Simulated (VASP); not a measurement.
Runs of VASP 6.6.1 on InP. The structure is that of space group F-43m (No. 216), or close to it. The cells are those of the table. 

| cell | gap on the mesh (eV) | pressure (GPa) |
| --- | --- | --- |
| a = 4.215, b = 4.215, c = 4.151 Å, angles 60.5, 60.5, 59.0°, 2 atoms | (a) | 0.9 |
| a = 4.088 Å, angles 60.0°, 2 atoms | 0.94 | 6.6 |
| a = 4.278, b = 4.278, c = 4.214 Å, angles 60.5, 60.5, 59.0°, 2 atoms | 0.23 | -1.7 |
| a = 4.309, b = 4.309, c = 4.341 Å, angles 59.8, 59.8, 60.5°, 2 atoms | - | -3.7 |
| a = 4.309, b = 4.309, c = 4.278 Å, angles 60.2, 60.2, 59.5°, 2 atoms | 0.09 | -3.1 |
| a = 4.151 Å, angles 60.0°, 2 atoms | 0.69 | 2.9 |
| a = 4.246, b = 4.246, c = 4.214 Å, angles 60.2, 60.2, 59.5°, 2 atoms | 0.33 | -0.9 |
| a = 4.278 Å, angles 60.0°, 2 atoms | 0.19 | -2.4 |
| a = 4.120, b = 4.120, c = 4.088 Å, angles 60.3, 60.3, 59.5°, 2 atoms | 0.83 | 5.3 |
| a = 4.247, b = 4.247, c = 4.151 Å, angles 60.7, 60.7, 58.5°, 2 atoms | 0.36 | (b) |
| a = 4.216, b = 4.216, c = 4.088 Å, angles 61.0, 61.0, 58.0°, 2 atoms | 0.49 | 1.8 |

Alike in all rows: task single point; level PBE; potentials or basis VASP PAW PBE potentials, release 64 (In_d, P); no spin polarisation; k mesh 10 × 10 × 10; cutoff (eV) 520; smearing gaussian 0.05 eV.

Task: Estimate the missing entries.

Result: (a) 0.47; (b) -0.1.

Caveats: spin-orbit coupling is left out, which moves the levels of the heavy elements.

A k mesh can miss the band edges, and the runs leave out spin-orbit coupling on In.
